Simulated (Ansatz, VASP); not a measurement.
# HgTe: VASP beside Ansatz

Contents of INCAR:

```
ALGO = Normal
EDIFF = 1E-6
ENCUT = 520
GGA = PS
ISIF = 2
ISMEAR = 0
LASPH = T
LCHARG = T
LELF = T
LREAL = F
LVHAR = T
LWAVE = F
NBANDS = 16
NELM = 80
PREC = Accurate
SIGMA = 0.15
```

The input KPOINTS:

```
k-points
0
Gamma
  14 14 14
```

File POSCAR:

```
HgTe
1.0
    0.0282056250      3.2235000000      3.2235000000
    3.2235000000      0.0282056250      3.2235000000
    3.2517056250      3.2517056250      0.0000000000
Hg Te
1 1
Direct
    0.0000000000      0.0000000000      0.0000000000
    0.7500000000      0.7500000000      0.7500000000
```

Input for Ansatz:

```yaml
crystal:
  lattice:
    - [0.028205625, 3.2235, 3.2235]
    - [3.2235, 0.028205625, 3.2235]
    - [3.251705625, 3.251705625, 0.0]
  atoms:
    - { symbol: Hg, position: [0.0, 0.0, 0.0] }
    - { symbol: Te, position: [0.75, 0.75, 0.75] }
basis:
  ecutwfc: 420
kpoints:
  mp_grid: { grid: [14, 14, 14] }
hamiltonian:
  xc: pbesol
scf:
  occupations: { method: gaussian, width: 0.15 }
output:
  forces: true
  stress: true
  eigenvalues: true
```

Change from the starting cell: strain +0.0175 x Voigt [0, 0, 0, 0, 0, 1], atoms carried along.

Alike in both runs: task single point; functional PBEsol; k mesh 14 × 14 × 14; occupations gaussian, width 0.15 eV; no spin polarisation.

|  | VASP | Ansatz |
| --- | --- | --- |
| version | VASP 6.6.1 | Ansatz 0.2.0 |
| potentials or method | VASP PAW PBE potentials, release 64 (Hg, Te), cutoff 520 eV | scalar-relativistic, plane waves, PAW |
| valence electrons in the cell | 18 | 36 |

|  | VASP | Ansatz | Ansatz less VASP |
| --- | --- | --- | --- |
| gap on the k mesh at the Fermi level (eV) | none | none | - |
| pressure (GPa) | 1.5 | 1.3 | -0.12 |
| traceless stress, the component that is largest in VASP (GPa) | -0.74 | -0.73 | +0.011 |
| rms of the force components (eV/Å) | 0.061 | 0.059 | -0.0019 |

VASP's potentials were made for PBE, not for PBEsol. Atom by atom the forces differ by 0.002 eV/Å (rms over components). A gap of «none» marks a metal or a gap that the smearing closes. With one functional, cell and mesh, what is left measures potentials, basis and numerics. VASP's potentials hold 18 valence electrons a cell and Ansatz's 36, so a difference there can come from the potentials and not from the codes.

Neither program's run includes spin-orbit coupling.
